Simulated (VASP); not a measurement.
# In3GaSb2N2 (P6mm) in VASP: single point with PBE

Aim: the single point of In3GaSb2N2 with PBE.

Program: VASP 6.6.1. These are calculated values, not measurements. Logs are shortened: lines on timing, memory, paths and dates and some standing lists are left out, and cuts for length are marked.

## Step 1: The cell of the first run

The structure is hexagonal, space group P6mm (No. 183). The conventional cell has a = 6.692 Å, b = 6.692 Å, c = 9.149 Å, α = 90.00°, β = 90.00°, γ = 120.00°. In (site symmetry 2mm) has 2 N at 2.07 Å within 2.7 Å. Ga (site symmetry 6mm) has 1 Sb at 2.69 Å and 6 In at 3.38 Å within 3.5 Å. Sb (site symmetry 6mm) has 1 Sb at 2.52 Å within 3.3 Å. Sb (site symmetry 6mm) has 1 Sb at 2.52 Å and 1 Ga at 2.69 Å within 3.3 Å. Within 2.7 Å of N (site symmetry 3m) lie 3 In at 2.07 Å.

The cell was generated, and may not be a known phase.

## Step 2: Single point, PBE

The input, INCAR:

```
PREC = Accurate
ENCUT = 520
EDIFF = 1E-6
ISMEAR = 0
SIGMA = 0.15
LREAL = F
LASPH = T
NELM = 60
ALGO = Normal
ISIF = 2
LWAVE = F
LCHARG = F
GGA = PE
NBANDS = 46
```

The input, KPOINTS:

```
regular mesh
0
Gamma
  3 3 2
```

The input, POSCAR:

```
In3GaSb2N2
1.0
    6.6915181406      0.0000000036      0.0000000000
   -3.3457590734      5.7950246978      0.0000000000
    0.0000000000      0.0000000000      9.1492236502
In Ga Sb N
3 1 2 2
Direct
    0.5000000000      0.0000000000      0.7400215079
    0.0000000000      0.5000000000      0.7400215079
    0.5000000000      0.5000000000      0.7400215079
    0.0000000000      0.0000000000      0.7917868623
    0.0000000000      0.0000000000      0.3619763859
    0.0000000000      0.0000000000      0.0860177480
    0.3333333333      0.6666666667      0.6591337951
    0.6666666667      0.3333333333      0.6591337951
```

Potentials or basis: VASP PAW PBE potentials, release 64 (In_d, Ga_d, Sb, N).

Launch:

```sh
cat potpaw_PBE.64/In_d/POTCAR potpaw_PBE.64/Ga_d/POTCAR potpaw_PBE.64/Sb/POTCAR potpaw_PBE.64/N/POTCAR > POTCAR
mpirun -np 1 vasp_std > vasp.out
```

OUTCAR:

```text
PREC = Accurate
   ENCUT = 520
   EDIFF = 1E-6
   ISMEAR = 0
   LREAL = F
   LASPH = T
   NELM = 60
   ISIF = 2
   GGA = PE

 ion  position               nearest neighbor table
   1  0.500  0.000  0.740-   7 2.07   8 2.07   3 3.35   3 3.35   2 3.35   2 3.35   4 3.38   4 3.38

   2  0.000  0.500  0.740-   7 2.07   8 2.07   1 3.35   1 3.35   3 3.35   3 3.35   4 3.38   4 3.38

   3  0.500  0.500  0.740-   7 2.07   8 2.07   1 3.35   1 3.35   2 3.35   2 3.35   4 3.38   4 3.38

   4  0.000  0.000  0.792-   6 2.69   2 3.38   2 3.38   3 3.38   3 3.38   1 3.38   1 3.38
   5  0.000  0.000  0.362-   6 2.52
   6  0.000  0.000  0.086-   5 2.52   4 2.69
   7  0.333  0.667  0.659-   1 2.07   2 2.07   3 2.07
   8  0.667  0.333  0.659-   1 2.07   2 2.07   3 2.07

  LATTYP: Found a hexagonal cell.
 ALAT       =     6.6915181406
 C/A-ratio  =     1.3672866841

  Lattice vectors:

 A1 = (   6.6915181406,   0.0000000036,   0.0000000000)
 A2 = (  -3.3457590734,   5.7950246978,   0.0000000000)
 A3 = (   0.0000000000,   0.0000000000,   9.1492236502)

Analysis of symmetry for initial positions (statically):
=====================================================================
 Subroutine PRICEL returns:
 Original cell was already a primitive cell.

 Routine SETGRP: Setting up the symmetry group for a
 hexagonal supercell.

 Subroutine GETGRP returns: Found 12 space group operations
 (whereof 12 operations were pure point group operations)
 out of a pool of 24 trial point group operations.

The static configuration has the point symmetry C_6v.

Analysis of symmetry for dynamics (positions and initial velocities):
=====================================================================
 Subroutine PRICEL returns:
 Original cell was already a primitive cell.

 Routine SETGRP: Setting up the symmetry group for a
 hexagonal supercell.

 Subroutine GETGRP returns: Found 12 space group operations
 (whereof 12 operations were pure point group operations)
 out of a pool of 24 trial point group operations.

The dynamic configuration has the point symmetry C_6v.

 Subroutine INISYM returns: Found 12 space group operations
 (whereof 12 operations are pure point group operations),
 and found     1 'primitive' translations

----------------------------------------------------------------------------------------

                                     Primitive cell

  volume of cell :     354.7841

  direct lattice vectors                    reciprocal lattice vectors
     6.691518141  0.000000004  0.000000000     0.149442918  0.086280909  0.000000000
    -3.345759073  5.795024698  0.000000000    -0.000000000  0.172561818  0.000000000
     0.000000000  0.000000000  9.149223650     0.000000000  0.000000000  0.109298891

  length of vectors
     6.691518141  6.691518141  9.149223650     0.172561818  0.172561818  0.109298891

  position of ions in fractional coordinates (direct lattice)
     0.500000000  0.000000000  0.740021508
     0.000000000  0.500000000  0.740021508
     0.500000000  0.500000000  0.740021508
     0.000000000  0.000000000  0.791786862
     0.000000000  0.000000000  0.361976386
     0.000000000  0.000000000  0.086017748
     0.333333333  0.666666667  0.659133795
     0.666666667  0.333333333  0.659133795

  ion indices of the primitive-cell ions
   primitive index   ion index
                 1           1
                 2           2
                 3           3
                 4           4
                 5           5
                 6           6
                 7           7
                 8           8

----------------------------------------------------------------------------------------

 KPOINTS: regular mesh

Automatic generation of k-mesh.
 Grid dimensions read from file:
 generate k-points for:    3    3    2

 Generating k-lattice:

  Cartesian coordinates                     Fractional coordinates (reciprocal lattice)
     0.049814306  0.028760303  0.000000000     0.333333333  0.000000000  0.000000000
    -0.000000000  0.057520606  0.000000000     0.000000000  0.333333333  0.000000000
     0.000000000  0.000000000  0.054649446     0.000000000  0.000000000  0.500000000

  Length of vectors
     0.057520606  0.057520606  0.054649446

  Shift w.r.t. Gamma in fractional coordinates (k-lattice)
     0.000000000  0.000000000  0.000000000

 Subroutine IBZKPT returns following result:
 ===========================================

 Found      6 irreducible k-points:

 Following reciprocal coordinates:
            Coordinates               Weight
  0.000000  0.000000  0.000000      1.000000
  0.333333  0.000000  0.000000      6.000000
  0.333333  0.333333  0.000000      2.000000
  0.000000  0.000000  0.500000      1.000000
  0.333333  0.000000  0.500000      6.000000
  0.333333  0.333333  0.500000      2.000000
   k-points           NKPTS =      6   k-points in BZ     NKDIM =      6   number of bands    NBANDS=     46
   number of dos      NEDOS =    301   number of ions     NIONS =      8
   total plane-waves  NPLWV = 175000
   dimension x,y,z NGX =    50 NGY =   50 NGZ =   70
   dimension x,y,z NGXF=   100 NGYF=  100 NGZF=  140
   ions per type =               3   1   2   2
   NGX,Y,Z   is equivalent  to a cutoff of  12.42, 12.42, 12.72 a.u.
   NGXF,Y,Z  is equivalent  to a cutoff of  24.84, 24.84, 25.44 a.u.
 SYSTEM =  unknown system
   PREC   = accura    normal or accurate (medium, high low for compatibility)
   ISTART =      0    job   : 0-new  1-cont  2-samecut
   ICHARG =      2    charge: 1-file 2-atom 10-const
   ISPIN  =      1    spin polarized calculation?
   LNONCOLLINEAR =      F non collinear calculations
   LSORBIT =      F    spin-orbit coupling
   LASPH  =      T    aspherical Exc in radial PAW
   ENCUT  =  520.0 eV  38.22 Ry    6.18 a.u.  12.44 12.44 17.01*2*pi/ulx,y,z
   NELM   =     60;   NELMIN=  2; NELMDL= -5     # of ELM steps
   EDIFF  = 0.1E-05   stopping-criterion for ELM
   LREAL  =      F    real-space projection
   EDIFFG = 0.1E-04   stopping-criterion for IOM
   NSW    =      0    number of steps for IOM
   IBRION =     -1    ionic relax: 0-MD 1-quasi-New 2-CG
   NFREE  =      0    steps in history (QN), initial steepest desc. (CG)
   ISIF   =      2    stress and relaxation
   ISYM   =      2    0-nonsym 1-usesym 2-fastsym
   POTIM  = 0.5000    time-step for ionic-motion
   TEBEG  =    0.0;   TEEND  =   0.0 temperature during run
   PSTRESS=    0.0 pullay stress
   NELECT =      72.0000    total number of electrons
   NUPDOWN=      -1.0000    fix difference up-down
   EMIN   =  10.00;   EMAX   =-10.00  energy-range for DOS
   EFERMI =   0.00;   METHOD = LEGACY
   ISMEAR =     0;   SIGMA  =   0.15  broadening in eV -4-tet -1-fermi 0-gaus
   EFERMI_NEDOS =   21; number of points for ismear=-14 and -15
   IALGO  =     38    algorithm
   IMIX   =      4    mixing-type and parameters
     AMIX     =   0.40;   BMIX     =  1.00
     AMIX_MAG =   1.60;   BMIX_MAG =  1.00
  volume/ion in A,a.u.               =      44.35       299.28
  Fermi-wavevector in a.u.,A,eV,Ry     =   0.962050  1.818011 12.592736  0.925540
  Thomas-Fermi vector in A             =   2.091475
   LORBIT       =      0    0 simple, 1 ext, 2 COOP (PROOUT), +10 PAW based schemes
   GGA     = PE    functional components
   LHFCALC =     F    Hartree Fock is set to
   AEXX    =    0.0000 exact exchange contribution
   IVDW    =     0    specifies the selected vdW correction
   LEPSILON=     F    determine dielectric tensor
   LRPA    =     F    only Hartree local field effects (RPA)
 non-spin polarized calculation
 Gauss-broadening in eV      SIGMA  =   0.15
  energy-cutoff  :      520.00
  volume of cell :      354.78
 maximum number of plane-waves:      9598
 NGX is ok and might be reduce to    50
   NGX = 25   NGY = 25   NGZ = 35

 number of electron      71.9999976 magnetization

 Free energy of the ion-electron system (eV)
  ---------------------------------------------------
  ext. energy  EPLUGINS =         0.00000000
  ---------------------------------------------------
  free energy    TOTEN  =       -28.74736312 eV

  energy without entropy =      -28.72830689  energy(sigma->0) =      -28.73783501

 E-fermi :   1.0590     XC(G=0):  -6.4775

 val. band max:        0.9267353036   @ k =   0.3333   0.3333   0.0000
 cond. band min:       1.0825321874   @ k =   0.0000   0.0000   0.0000
 fundamental gap:      0.1557968838
 Fermi energy:         1.0590102797

 k-point     1 :       0.0000    0.0000    0.0000
  band No.  band energies     occupation
      1     -15.7511      2.00000
      2     -14.8346      2.00000
      3     -13.9652      2.00000
      4     -13.9652      2.00000
      5     -13.9135      2.00000
      6     -13.8977      2.00000
[... 38 lines left out ...]
     45       5.1993      0.00000
     46       6.2767      0.00000

 k-point     2 :       0.3333    0.0000    0.0000
  band No.  band energies     occupation
      1     -15.5634      2.00000
      2     -15.0170      2.00000
      3     -13.9579      2.00000
      4     -13.9056      2.00000
      5     -13.8903      2.00000
      6     -13.8805      2.00000
[... 38 lines left out ...]
     45       5.0246      0.00000
     46       5.4122      0.00000

 k-point     3 :       0.3333    0.3333    0.0000
  band No.  band energies     occupation
      1     -15.2928      2.00000
      2     -15.2928      2.00000
      3     -13.9196      2.00000
      4     -13.9196      2.00000
      5     -13.8821      2.00000
      6     -13.8784      2.00000
[... 38 lines left out ...]
     45       4.3837      0.00000
     46       6.1550      0.00000

 k-point     4 :       0.0000    0.0000    0.5000
  band No.  band energies     occupation
      1     -15.7511      2.00000
      2     -14.8347      2.00000
      3     -13.9652      2.00000
      4     -13.9652      2.00000
      5     -13.9135      2.00000
      6     -13.8977      2.00000
[... 38 lines left out ...]
     45       5.4740      0.00000
     46       6.0180      0.00000

 k-point     5 :       0.3333    0.0000    0.5000
  band No.  band energies     occupation
      1     -15.5634      2.00000
      2     -15.0171      2.00000
      3     -13.9579      2.00000
      4     -13.9056      2.00000
      5     -13.8904      2.00000
      6     -13.8805      2.00000
[... 38 lines left out ...]
     45       5.0314      0.00000
     46       5.5616      0.00000

 k-point     6 :       0.3333    0.3333    0.5000
  band No.  band energies     occupation
      1     -15.2928      2.00000
      2     -15.2928      2.00000
      3     -13.9196      2.00000
      4     -13.9196      2.00000
      5     -13.8821      2.00000
      6     -13.8784      2.00000
[... 38 lines left out ...]
     45       4.7516      0.00000
     46       6.1084      0.00000

------------------------ aborting loop because EDIFF is reached ----------------------------------------

  FORCE on cell =-STRESS in cart. coord.  units (eV):
  Direction    XX          YY          ZZ          XY          YZ          ZX
  --------------------------------------------------------------------------------------
  -------------------------------------------------------------------------------------
  Total        0.5764000      0.5764000      0.2358208      0.0000000      0.0000000     -0.0000000
  in kB        2.6029774      2.6029774      1.0649483      0.0000000      0.0000000     -0.0000000
  external PRESSURE =       2.0903010 kB  Pullay stress =       0.0000000 kB

 VOLUME and BASIS-vectors are now :
 -----------------------------------------------------------------------------
  energy-cutoff  :      520.00
  volume of cell :      354.78
      direct lattice vectors                 reciprocal lattice vectors
     6.691518141  0.000000004  0.000000000     0.149442918  0.086280909  0.000000000
    -3.345759073  5.795024698  0.000000000    -0.000000000  0.172561818  0.000000000
     0.000000000  0.000000000  9.149223650     0.000000000  0.000000000  0.109298891

 POSITION                                       TOTAL-FORCE (eV/Angst)
 -----------------------------------------------------------------------------------
      3.34576      0.00000      6.77062         0.000000     -0.000000     -0.026895
     -1.67288      2.89751      6.77062        -0.000000      0.000000     -0.026895
      1.67288      2.89751      6.77062         0.000000      0.000000     -0.026895
      0.00000      0.00000      7.24424        -0.000000     -0.000000     -0.068563
      0.00000      0.00000      3.31180         0.000000      0.000000      0.100805
      0.00000      0.00000      0.78700         0.000000     -0.000000     -0.071348
     -0.00000      3.86335      6.03056        -0.000000     -0.000000      0.059895
      3.34576      1.93167      6.03056         0.000000      0.000000      0.059895
 -----------------------------------------------------------------------------------
    total drift:                                0.000000      0.000000     -0.000485

  FREE ENERGIE OF THE ION-ELECTRON SYSTEM (eV)
  ---------------------------------------------------
  free  energy   TOTEN  =       -28.7473631236 eV

  energy  without entropy=      -28.7283068867  energy(sigma->0) =      -28.73783501
```

It took 2.5 min on 1 thread of Intel Xeon Platinum 8488C (Sapphire Rapids), shared host; peak memory 0.49 GiB.

What came out:

| Item | Value |
| --- | --- |
| Free energy | -28.7474 eV |
| Pressure | 0.2 GPa |
| Largest force | 0.101 eV/Å |
| Band gap on the k mesh | 0.16 eV (least direct gap 0.21 eV) |

Forces on the atoms (eV/Å):
```
In   0.000  0.000 -0.027
In   0.000  0.000 -0.027
In   0.000  0.000 -0.027
Ga   0.000  0.000 -0.069
Sb   0.000  0.000  0.101
Sb   0.000  0.000 -0.071
N    0.000  0.000  0.060
N    0.000  0.000  0.060
```

Caveat: semilocal functionals underestimate gaps, and a narrow one can read as zero; spin-orbit coupling is left out, which moves the levels of the heavy elements. A k mesh can miss the band edges.
